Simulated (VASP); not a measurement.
## PbS (Galena): single point with PBE

Crystal: PbS (Galena).

```
Pb S
1.0
     0.00000    3.02392    3.02392
     3.02392    0.00000    3.02392
     3.02392    3.02392    0.00000
Pb S
1 1
Direct
  0.00000 0.00000 0.00000
  0.50000 0.50000 0.50000
```

```json
{"Program": "VASP 6.6.1", "Task": "single point", "Functional": "PBE", "Potentials or basis": "VASP PAW PBE potentials, release 64 (Pb_d, S)", "Cutoff": "520 eV", "k mesh": "12 × 12 × 12", "Occupations": "gaussian, width 0.02 eV", "Spin": "no spin polarisation"}
```

| Property | Result |
| --- | --- |
| Pressure | -1.0 GPa |
| Band gap on the k mesh | 0.56 eV, direct |

Levels at points of the mesh, in eV from the valence-band top:
```csv
k point,band 7,band 8,band 9,band 10,band 11,band 12,band 13,band 14
"(0.00, 0.00, 0.00)",-6.09,-1.84,-1.84,-1.84,5.09,5.09,5.09,6.93
"(0.50, 0.00, 0.00)",-8.47,-1.49,-1.49,0.00,0.56,2.13,2.13,8.64
"(0.50, 0.50, 0.00)",-7.07,-4.65,-3.02,-3.02,4.17,5.43,5.52,5.52
```

It took 72 s on 1 thread of AMD EPYC 7R13, on a shared host, peak memory 0.19 GiB.

Caveat: spin-orbit coupling is left out, which moves the levels of the heavy elements. A k mesh can miss the band edges.
